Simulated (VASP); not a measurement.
Runs of VASP 6.6.1 on LiCl. The structure is that of space group Fm-3m (No. 225), or close to it. The cells are those of the table. 

```tsv
task	level	cell	k mesh	cutoff (eV)	smearing	grid for exact exchange (PRECFOCK)	share of exact exchange	screening parameter	gap on the mesh (eV)
single point	HSE06	a = 3.627 Å, angles 60.0°, 2 atoms	6 × 6 × 6	520	fermi-dirac 0.05 eV	Normal	0.25	0.2079 1/Å	7.73
single point	B3LYP	a = 3.627 Å, angles 60.0°, 2 atoms	5 × 5 × 5	520	fermi-dirac 0.05 eV	Normal	0.2	-	8.19
single point	PBEsol	a = 3.651 Å, angles 60.0°, 2 atoms	9 × 9 × 9	520	fermi-dirac 0.05 eV	-	-	-	6.03
relaxation of cell and atoms	B3LYP	relaxed from a = 3.627 Å, angles 60.0°, 2 atoms	5 × 5 × 5	600	fermi-dirac 0.05 eV	Normal	0.2	-	(b)
single point	PBE-based screened hybrid with 25 % exact exchange	a = 3.627 Å, angles 60.0°, 2 atoms	5 × 5 × 5	520	gaussian 0.05 eV	Normal	0.25	0.3 1/Å	7.49
single point	PBE0	a = 3.627 Å, angles 60.0°, 2 atoms	6 × 6 × 6	520	fermi-dirac 0.05 eV	Normal	0.25	-	(a)
single point	B3LYP	a = 3.661 Å, angles 60.0°, 2 atoms	5 × 5 × 5	520	fermi-dirac 0.05 eV	Normal	0.2	-	8.01
single point	PBEsol	a = 3.603 Å, angles 60.0°, 2 atoms	9 × 9 × 9	520	fermi-dirac 0.05 eV	-	-	-	(c)
```

Alike in all rows: potentials or basis VASP PAW PBE potentials, release 64 (Cl, Li_sv); no spin polarisation.

**Question.** Fill in the values left out.

**Answer.** (a) 8.46; (b) 8.03; (c) 6.25.

Caveats: some runs use coarse meshes; an odd mesh through Γ misses points on the zone boundary, where band edges can lie (at least some runs).
